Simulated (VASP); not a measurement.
Wanted: the native input for a VASP 6.6.1 run.

```
Task                   : single point
Functional             : PBE
Potentials or basis    : VASP PAW PBE potentials, release 64 (Te)
Cutoff                 : 520 eV
k mesh                 : 8 × 8 × 8
Occupations            : fermi-dirac, width 0.05 eV
Spin                   : no spin polarisation
Dipole correction      : no
Further INCAR settings : ALGO = Normal; EDIFF = 1e-06; NBANDS = 16
```

The structure of Te lies in POSCAR:

```
Te
1.0
    4.2341000000     -2.3712000000      0.0000000000
    4.2341000000      2.3712000000      0.0000000000
   -0.1304500000      0.0000000000      4.0364970000
Te
3
Direct
    0.6760000000      0.6760000000      0.6750000000
    0.3240000000      0.3240000000      0.3250000000
    0.0000000000      0.0000000000      0.0000000000
```

This cell differs from its parent crystal: zz strain of +2 %.

The input as run:

INCAR

```
SYSTEM = Te
PREC = Accurate
ENCUT = 520
EDIFF = 1E-6
ISMEAR = -1
SIGMA = 0.05
LREAL = .FALSE.
LASPH = .TRUE.
NELM = 100
ALGO = Normal
ISIF = 2
LWAVE = .FALSE.
LCHARG = .TRUE.
GGA = PE
LELF = .TRUE.
LVHAR = .TRUE.
NBANDS = 16
```

KPOINTS

```
regular mesh
0
G
  8 8 8
  0 0 0
```

Potentials or basis: VASP PAW PBE potentials, release 64 (Te).

Run with:

```console
$ cat potpaw_PBE.64/Te/POTCAR > POTCAR
$ mpirun -np 1 vasp_std > vasp.out
```

Results of the run:

The pressure is 8.1 GPa and the largest force is 0.470 eV/Å. The band gap on the k mesh is zero (bands 9 and 10 overlap by 3.42 eV).

Caveat: the cell differs from its parent crystal (zz strain of +2 %); the cell stands under pressure; spin-orbit coupling is left out, which moves the levels of the heavy elements.

Wall time 45 s on 1 thread of Intel(R) Xeon(R) 6975P-C (Granite Rapids), on a shared host, peak memory 0.29 GiB.
